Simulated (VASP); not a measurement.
A run of VASP 6.6.1 is set up as follows.

Contents of INCAR:

```
SYSTEM = MgH2
PREC = Accurate
ENCUT = 600
EDIFF = 1E-6
ISMEAR = -1
SIGMA = 0.05
LREAL = .False.
LASPH = .True.
NELM = 120
ALGO = Normal
ISIF = 2
LWAVE = .False.
LCHARG = .False.
GGA = PS
NBANDS = 9
GGA_COMPAT = .False.
```

The input KPOINTS:

```
Automatic mesh
0
Gamma
  5 5 5
  0 0 0
```

Contents of POSCAR:

```
MgH2
1.0
    0.0000000000      2.3810670000      2.3810670000
    2.3810670000      0.0000000000      2.3810670000
    2.3810670000      2.3810670000      0.0000000000
Mg H
1 2
Direct
   -0.0007472352      0.0006476627      0.0007528844
    0.7529781957      0.7473381496      0.7454826551
    0.2650392220      0.2370453367      0.2363637137
```

Potentials or basis: VASP PAW PBE potentials, release 64 (Mg, H).

Run with:

```sh
$ cat potpaw_PBE.64/Mg/POTCAR potpaw_PBE.64/H/POTCAR > POTCAR
$ mpirun -np 1 vasp_std > vasp.out
```

**Question.** Estimate the band gap on the k mesh.

**Answer.** Zero (band 2 reaches 4.02 eV, above the bottom of band 3 at 2.91 eV).

**Question.** What does it give for the pressure?

**Answer.** -1.2 GPa.

**Question.** Predict the largest force.

**Answer.** 0.170 eV/Å.

Forces in eV/Å, atoms in the order of the input:
```
Mg  -0.133  0.002  0.012
H   -0.035  0.016  0.004
H    0.169 -0.018 -0.016
```

Caveat: the k points lie up to 0.46 Å⁻¹ apart; the PAW data sets were made with another functional, which shifts forces and pressure a little.
